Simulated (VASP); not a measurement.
Here is a VASP 6.6.1 calculation.

File INCAR:

```
SYSTEM = MoS2
PREC     = Accurate       ! precision mode
ENCUT    = 520            ! plane-wave cutoff, eV
EDIFF    = 1E-7           ! SCF threshold, eV
ISMEAR   = 0              ! smearing method
SIGMA    = 0.05           ! smearing width, eV
LREAL    = .FALSE.        ! projectors in reciprocal space
LASPH    = .TRUE.         ! aspherical terms in the spheres
NELM     = 100            ! most SCF steps
ALGO     = Normal         ! electronic algorithm
ISIF     = 2              ! what is computed and relaxed
LWAVE    = .FALSE.        ! write WAVECAR
LCHARG   = .FALSE.        ! write CHGCAR
GGA      = PE             ! functional
IVDW     = 12             ! dispersion correction
NBANDS   = 35             ! bands
```

The input KPOINTS:

```
regular mesh
0
G
  12 12 4
  0 0 0
```

POSCAR

```
MoS2
1.0
    3.0234000000      0.0000000000      0.0000000000
   -1.5117000000      2.6183412058      0.0000000000
    0.0000000000      0.0000000000     12.3135000000
Mo S
2 4
Direct
    0.6666666667      0.3333333333      0.2501439769
    0.3333333333      0.6666666667      0.7498560231
    0.3333333333      0.6666666667      0.3795985159
    0.6666666667      0.3333333333      0.8793132861
    0.3333333333      0.6666666667      0.1206867139
    0.6666666667      0.3333333333      0.6204014841
```

Potentials or basis: VASP PAW PBE potentials, release 64 (Mo_sv, S).

The run is started by

```console
$ cat potpaw_PBE.64/Mo_sv/POTCAR potpaw_PBE.64/S/POTCAR > POTCAR
$ mpirun -np 1 vasp_std > vasp.out
```

Task: What does it give for the pressure?

Result: 10.5 GPa.

Task: Predict the dispersion energy per atom.

Result: -0.467 eV.

Forces in eV/Å, atoms in the order of the input:
```
Mo   0.000  0.000 -0.001
Mo   0.000  0.000  0.001
S    0.000  0.000  0.352
S    0.000  0.000  0.354
S    0.000  0.000 -0.354
S    0.000  0.000 -0.352
```

Caveat: the stress differs along the axes, from 3 to 14 GPa.
